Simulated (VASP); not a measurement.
# Al (Cmce) in VASP: notebook

Al is run at these levels: PBE; tasks: single point, relaxation of cell and atoms.

Everything below comes from runs of VASP 6.6.1. Logs are shortened: lines on timing, memory, paths and dates and some standing lists are left out, and cuts for length are marked.

### Step 1. The cell of the first run

Symmetry: Cmce, No. 64, orthorhombic system. Conventional cell: a = 4.464 Å, b = 8.075 Å, c = 4.538 Å, α = 90.00°, β = 90.00°, γ = 90.00°. Al (site symmetry m) has 7 Al at 2.59 to 2.78 Å within 3.4 Å.

### Step 2. Single point, PBE

INCAR reads:

```
SYSTEM = Al
PREC = Accurate
ENCUT = 500
EDIFF = 1E-6
ISMEAR = 0
SIGMA = 0.1
LREAL = .FALSE.
LASPH = .TRUE.
NELM = 120
ALGO = Normal
ISIF = 2
LWAVE = .FALSE.
LCHARG = .FALSE.
GGA = PE
NBANDS = 14
GGA_COMPAT = .FALSE.
```

KPOINTS reads:

```
Automatic mesh
0
G
  6 6 4
  0 0 0
```

POSCAR reads:

```
Al
1.0
    2.2321440031     -4.0376662989      0.0000000000
    2.2321440031      4.0376662989      0.0000000000
    0.0000000000      0.0000000000      4.5375825654
Al
4
Direct
    0.1559982903      0.8440017097      0.0674522926
    0.6559982903      0.3440017097      0.4325477074
    0.8440017097      0.1559982903      0.9325477074
    0.3440017097      0.6559982903      0.5674522926
```

Potentials or basis: VASP PAW PBE potentials, release 64 (Al).

Launch:

```console
cat potpaw_PBE.64/Al/POTCAR > POTCAR
mpirun -np 1 vasp_std > vasp.out
```

OUTCAR:

```text
SYSTEM = Al
   PREC = Accurate
   ENCUT = 500
   EDIFF = 1E-6
   ISMEAR = 0
   LREAL = .FALSE.
   LASPH = .TRUE.
   NELM = 120
   ISIF = 2
   GGA = PE

 ion  position               nearest neighbor table
   1  0.156  0.844  0.067-   3 2.59   4 2.73   4 2.73   3 2.77   3 2.77   2 2.78   2 2.78
   2  0.656  0.344  0.433-   4 2.59   3 2.73   3 2.73   4 2.77   4 2.77   1 2.78   1 2.78
   3  0.844  0.156  0.933-   1 2.59   2 2.73   2 2.73   1 2.77   1 2.77   4 2.78   4 2.78
   4  0.344  0.656  0.567-   2 2.59   1 2.73   1 2.73   2 2.77   2 2.77   3 2.78   3 2.78

  LATTYP: Found a base centered orthorhombic cell.
 ALAT       =     4.4642880062
 B/A-ratio  =     1.8088735733
 C/A-ratio  =     1.0164179728

  Lattice vectors:

 A1 = (   2.2321440031,  -4.0376662989,   0.0000000000)
 A2 = (   2.2321440031,   4.0376662989,   0.0000000000)
 A3 = (   0.0000000000,   0.0000000000,   4.5375825654)

Analysis of symmetry for initial positions (statically):
=====================================================================
 Subroutine PRICEL returns:
 Original cell was already a primitive cell.

 Routine SETGRP: Setting up the symmetry group for a
 base centered orthorhombic supercell.

 Subroutine GETGRP returns: Found  8 space group operations
 (whereof  4 operations were pure point group operations)
 out of a pool of  8 trial point group operations.

The static configuration has the point symmetry C_2h.
 The point group associated with its full space group is D_2h.

Analysis of symmetry for dynamics (positions and initial velocities):
=====================================================================
 Subroutine PRICEL returns:
 Original cell was already a primitive cell.

 Routine SETGRP: Setting up the symmetry group for a
 base centered orthorhombic supercell.

 Subroutine GETGRP returns: Found  8 space group operations
 (whereof  4 operations were pure point group operations)
 out of a pool of  8 trial point group operations.

The dynamic configuration has the point symmetry C_2h.
 The point group associated with its full space group is D_2h.

 Subroutine INISYM returns: Found  8 space group operations
 (whereof  4 operations are pure point group operations),
 and found     1 'primitive' translations

----------------------------------------------------------------------------------------

                                     Primitive cell

  volume of cell :      81.7913

  direct lattice vectors                    reciprocal lattice vectors
     2.232144003 -4.037666299  0.000000000     0.223999885 -0.123833909  0.000000000
     2.232144003  4.037666299  0.000000000     0.223999885  0.123833909  0.000000000
     0.000000000  0.000000000  4.537582565     0.000000000  0.000000000  0.220381665

  length of vectors
     4.613590358  4.613590358  4.537582565     0.255950748  0.255950748  0.220381665

  position of ions in fractional coordinates (direct lattice)
     0.155998290  0.844001710  0.067452293
     0.655998290  0.344001710  0.432547707
     0.844001710  0.155998290  0.932547707
     0.344001710  0.655998290  0.567452293

  ion indices of the primitive-cell ions
   primitive index   ion index
                 1           1
                 2           2
                 3           3
                 4           4

----------------------------------------------------------------------------------------

 KPOINTS: Automatic mesh

Automatic generation of k-mesh.
 Grid dimensions read from file:
 generate k-points for:    6    6    4

 Generating k-lattice:

  Cartesian coordinates                     Fractional coordinates (reciprocal lattice)
     0.037333314 -0.020638985  0.000000000     0.166666667  0.000000000  0.000000000
     0.037333314  0.020638985  0.000000000     0.000000000  0.166666667  0.000000000
     0.000000000  0.000000000  0.055095416     0.000000000  0.000000000  0.250000000

  Length of vectors
     0.042658458  0.042658458  0.055095416

  Shift w.r.t. Gamma in fractional coordinates (k-lattice)
     0.000000000  0.000000000  0.000000000

 Subroutine IBZKPT returns following result:
 ===========================================

 Found     39 irreducible k-points:

 Following reciprocal coordinates:
            Coordinates               Weight
  0.000000  0.000000  0.000000      1.000000
  0.166667 -0.000000  0.000000      4.000000
  0.333333 -0.000000  0.000000      4.000000
  0.500000 -0.000000  0.000000      2.000000
  0.166667  0.166667  0.000000      2.000000
  0.333333  0.166667  0.000000      4.000000
[... 16 lines left out ...]
  0.333333  0.333333  0.250000      4.000000
  0.500000  0.333333  0.250000      8.000000
 [... further k-points ...]
   k-points           NKPTS =     39   k-points in BZ     NKDIM =     39   number of bands    NBANDS=     14
   number of dos      NEDOS =    301   number of ions     NIONS =      4
   total plane-waves  NPLWV =  46656
   dimension x,y,z NGX =    36 NGY =   36 NGZ =   36
   dimension x,y,z NGXF=    72 NGYF=   72 NGZF=   72
   ions per type =               4
   NGX,Y,Z   is equivalent  to a cutoff of  12.97, 12.97, 13.19 a.u.
   NGXF,Y,Z  is equivalent  to a cutoff of  25.94, 25.94, 26.38 a.u.
 SYSTEM =  Al
   PREC   = accura    normal or accurate (medium, high low for compatibility)
   ISTART =      0    job   : 0-new  1-cont  2-samecut
   ICHARG =      2    charge: 1-file 2-atom 10-const
   ISPIN  =      1    spin polarized calculation?
   LNONCOLLINEAR =      F non collinear calculations
   LSORBIT =      F    spin-orbit coupling
   LASPH  =      T    aspherical Exc in radial PAW
   ENCUT  =  500.0 eV  36.75 Ry    6.06 a.u.   8.41  8.41  8.27*2*pi/ulx,y,z
   NELM   =    120;   NELMIN=  2; NELMDL= -5     # of ELM steps
   EDIFF  = 0.1E-05   stopping-criterion for ELM
   LREAL  =      F    real-space projection
   EDIFFG = 0.1E-04   stopping-criterion for IOM
   NSW    =      0    number of steps for IOM
   IBRION =     -1    ionic relax: 0-MD 1-quasi-New 2-CG
   NFREE  =      0    steps in history (QN), initial steepest desc. (CG)
   ISIF   =      2    stress and relaxation
   ISYM   =      2    0-nonsym 1-usesym 2-fastsym
   POTIM  = 0.5000    time-step for ionic-motion
   TEBEG  =    0.0;   TEEND  =   0.0 temperature during run
   PSTRESS=    0.0 pullay stress
   NELECT =      12.0000    total number of electrons
   NUPDOWN=      -1.0000    fix difference up-down
   EMIN   =  10.00;   EMAX   =-10.00  energy-range for DOS
   EFERMI =   0.00;   METHOD = LEGACY
   ISMEAR =     0;   SIGMA  =   0.10  broadening in eV -4-tet -1-fermi 0-gaus
   EFERMI_NEDOS =   21; number of points for ismear=-14 and -15
   IALGO  =     38    algorithm
   IMIX   =      4    mixing-type and parameters
     AMIX     =   0.40;   BMIX     =  1.00
     AMIX_MAG =   1.60;   BMIX_MAG =  1.00
  volume/ion in A,a.u.               =      20.45       137.99
  Fermi-wavevector in a.u.,A,eV,Ry     =   0.863441  1.631668 10.143565  0.745531
  Thomas-Fermi vector in A             =   1.981392
   LORBIT       =      0    0 simple, 1 ext, 2 COOP (PROOUT), +10 PAW based schemes
   GGA     = PE    functional components
   LHFCALC =     F    Hartree Fock is set to
   AEXX    =    0.0000 exact exchange contribution
   IVDW    =     0    specifies the selected vdW correction
   LEPSILON=     F    determine dielectric tensor
   LRPA    =     F    only Hartree local field effects (RPA)
 non-spin polarized calculation
 Gauss-broadening in eV      SIGMA  =   0.10
  energy-cutoff  :      500.00
  volume of cell :       81.79
 maximum number of plane-waves:      2112
 NGX is ok and might be reduce to    36
   NGX = 17   NGY = 17   NGZ = 17

 number of electron      12.0000000 magnetization

 Free energy of the ion-electron system (eV)
  ---------------------------------------------------
  ext. energy  EPLUGINS =         0.00000000
  ---------------------------------------------------
  free energy    TOTEN  =       -14.30486449 eV

  energy without entropy =      -14.30118029  energy(sigma->0) =      -14.30302239

 E-fermi :   5.6156     XC(G=0):  -9.2675

 val. band max:        5.5886469773   @ k =   0.3333   0.3333   0.0000
 cond. band min:       5.7006261720   @ k =   0.0000   0.0000   0.0000
 fundamental gap:      0.1119791947
 Fermi energy:         5.6156239685

 k-point     1 :       0.0000    0.0000    0.0000
  band No.  band energies     occupation
      1      -4.1334      2.00000
      2       2.4877      2.00000
      3       2.7215      2.00000
      4       3.8265      2.00000
      5       4.3443      2.00000
      6       4.9939      2.00000
      7       5.7006      0.22932
      8       6.2459      0.00000
      9       6.3315      0.00000
     10      10.2377      0.00000
     11      10.8811      0.00000
     12      11.1355      0.00000
     13      11.2865      0.00000
     14      11.7359      0.00000

 k-point     2 :       0.1667   -0.0000    0.0000
  band No.  band energies     occupation
      1      -3.8742      2.00000
      2       1.9677      2.00000
      3       2.6357      2.00000
      4       2.9051      2.00000
      5       3.8352      2.00000
      6       4.7403      2.00000
      7       6.7173      0.00000
      8       6.8027      0.00000
      9       8.3382      0.00000
     10       8.9458      0.00000
     11       9.0593      0.00000
     12      10.4126      0.00000
     13      11.2643      0.00000
     14      11.9990      0.00000

 k-point     3 :       0.3333   -0.0000    0.0000
  band No.  band energies     occupation
      1      -3.1016      2.00000
      2      -0.1073      2.00000
      3       2.7561      2.00000
      4       2.9581      2.00000
      5       3.8110      2.00000
      6       4.3081      2.00000
      7       6.8706      0.00000
      8       7.1726      0.00000
      9       8.5863      0.00000
     10       8.9141      0.00000
     11       9.7874      0.00000
     12      10.0229      0.00000
     13      10.4722      0.00000
     14      11.5214      0.00000

 k-point     4 :       0.5000   -0.0000    0.0000
  band No.  band energies     occupation
      1      -1.8330      2.00000
      2      -1.8330      2.00000
      3       2.7558      2.00000
      4       2.7558      2.00000
      5       4.4787      2.00000
      6       4.4787      2.00000
      7       6.0459      0.00000
      8       6.0459      0.00000
      9       9.4877      0.00000
     10       9.4877      0.00000
     11       9.7857      0.00000
     12       9.7857      0.00000
     13      12.3300      0.00000
     14      12.3300      0.00000

 k-point     5 :       0.1667    0.1667    0.0000
  band No.  band energies     occupation
      1      -3.3210      2.00000
      2       0.4374      2.00000
      3       2.0864      2.00000
      4       3.2345      2.00000
      5       4.0725      2.00000
      6       4.8948      2.00000
      7       6.4866      0.00000
      8       7.2304      0.00000
      9       7.6891      0.00000
     10       9.1421      0.00000
     11       9.9870      0.00000
[... 276 lines left out ...]
 k-point    22 :      -0.1667    0.1667    0.2500
  band No.  band energies     occupation
      1      -3.4737      2.00000
      2      -0.0495      2.00000
      3       2.7404      2.00000
      4       3.8454      2.00000
      5       4.4434      2.00000
      6       5.8705      0.00031
      7       6.4344      0.00000
      8       6.7419      0.00000
      9       8.2407      0.00000
     10       8.2672      0.00000
     11       8.4391      0.00000
     12       9.3324      0.00000
     13      11.2239      0.00000
     14      11.7662      0.00000

 k-point    23 :       0.3333    0.3333    0.2500
  band No.  band energies     occupation
      1      -1.5310      2.00000
      2      -0.5075      2.00000
      3       0.3398      2.00000
      4       2.0282      2.00000
      5       3.0801      2.00000
      6       3.8782      2.00000
      7       8.0193      0.00000
      8       8.6797      0.00000
      9       8.8300      0.00000
     10       8.9730      0.00000
     11       9.9852      0.00000
     12      11.3439      0.00000
     13      11.3486      0.00000
     14      12.7751      0.00000

 k-point    24 :       0.5000    0.3333    0.2500
  band No.  band energies     occupation
      1      -2.3142      2.00000
      2       0.0552      2.00000
      3       1.1417      2.00000
      4       1.4644      2.00000
      5       3.6228      2.00000
      6       4.7357      2.00000
      7       6.2292      0.00000
      8       7.7786      0.00000
      9       8.8064      0.00000
     10       9.6459      0.00000
     11      10.4859      0.00000
     12      11.6429      0.00000
     13      11.8121      0.00000
     14      13.0998      0.00000

 [... further k-points ...]
[... 5 lines left out ...]
  --------------------------------------------------------------------------------------
  -------------------------------------------------------------------------------------
  Total        0.0324201      0.0114251      0.1929822      0.0000000      0.0000000      0.0000000
  in kB        0.6350646      0.2238013      3.7802518      0.0000000      0.0000000      0.0000000
  external PRESSURE =       1.5463726 kB  Pullay stress =       0.0000000 kB

 VOLUME and BASIS-vectors are now :
 -----------------------------------------------------------------------------
  energy-cutoff  :      500.00
  volume of cell :       81.79
      direct lattice vectors                 reciprocal lattice vectors
     2.232144003 -4.037666299  0.000000000     0.223999885 -0.123833909  0.000000000
     2.232144003  4.037666299  0.000000000     0.223999885  0.123833909  0.000000000
     0.000000000  0.000000000  4.537582565     0.000000000  0.000000000  0.220381665

 POSITION                                       TOTAL-FORCE (eV/Angst)
 -----------------------------------------------------------------------------------
      2.23214      2.77793      0.30607         0.000000     -0.011493      0.002225
      2.23214     -1.25974      1.96272         0.000000     -0.011493     -0.002225
      2.23214     -2.77793      4.23151         0.000000      0.011493     -0.002225
      2.23214      1.25974      2.57486         0.000000      0.011493      0.002225
 -----------------------------------------------------------------------------------
    total drift:                                0.000000     -0.000000      0.000000

  FREE ENERGIE OF THE ION-ELECTRON SYSTEM (eV)
  ---------------------------------------------------
  free  energy   TOTEN  =       -14.3048644907 eV

  energy  without entropy=      -14.3011802875  energy(sigma->0) =      -14.30302239
```

Wall time 13 s (1 thread of Intel Xeon 6975P-C (Granite Rapids), shared host); peak memory 0.2 GiB.

Results:

```yaml
Free_energy: -14.3049 eV
Pressure: 0.2 GPa
Largest_force: 0.012 eV/Å
Band_gap_on_the_k_mesh: zero (band 6 reaches 5.87 eV, above the bottom of band 7 at 5.31 eV)
```

Forces on the atoms (eV/Å):
```
Al   0.000 -0.011  0.002
Al   0.000 -0.011 -0.002
Al   0.000  0.011 -0.002
Al   0.000  0.011  0.002
```

[end of part 1 of 3]
